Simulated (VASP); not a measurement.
Input of a VASP 6.6.1 run:

File INCAR:

```
ALGO = Normal
EDIFF = 1E-6
EDIFFG = -0.005
ENCUT = 600
IBRION = 2
ISIF = 3
ISMEAR = -1
LASPH = T
LCHARG = F
LREAL = F
LWAVE = F
NELM = 60
NSW = 60
PREC = Accurate
SIGMA = 0.1
```

The input KPOINTS:

```
k-points
0
Gamma
  21 21 21
```

The input POSCAR:

```
Ge
1.0
   -1.6809877034      1.6809877034      1.6809877034
    1.6809877034     -1.6809877034      1.6809877034
    1.6809877034      1.6809877034     -1.6809877034
Ge
1
Direct
    0.0000000000      0.0000000000      0.0000000000
```

Potentials or basis: VASP PAW LDA potentials, release 64 (Ge_d).

Command:

```console
$ cat potpaw_LDA.64/Ge_d/POTCAR > POTCAR
$ mpirun -np 1 vasp_std > vasp.out
```

Estimate the relaxed cell.

a = 2.853 Å, b = 2.853 Å, c = 2.853 Å, α = 109.47°, β = 109.47°, γ = 109.47°.

Predict the space group after relaxing (to 0.1 Å).

Im-3m (No. 229).

Estimate the band gap on the k mesh.

zero (bands 7 and 8 overlap by 12.78 eV).

Predict the relaxed volume.

17.89 Å³/atom.

Final structure:
```xyz
1
Lattice="-1.6475 1.6475 1.6475 1.6475 -1.6475 1.6475 1.6475 1.6475 -1.6475" Properties=species:S:1:pos:R:3 pbc="T T T"
Ge    0.0000    0.0000    0.0000
```
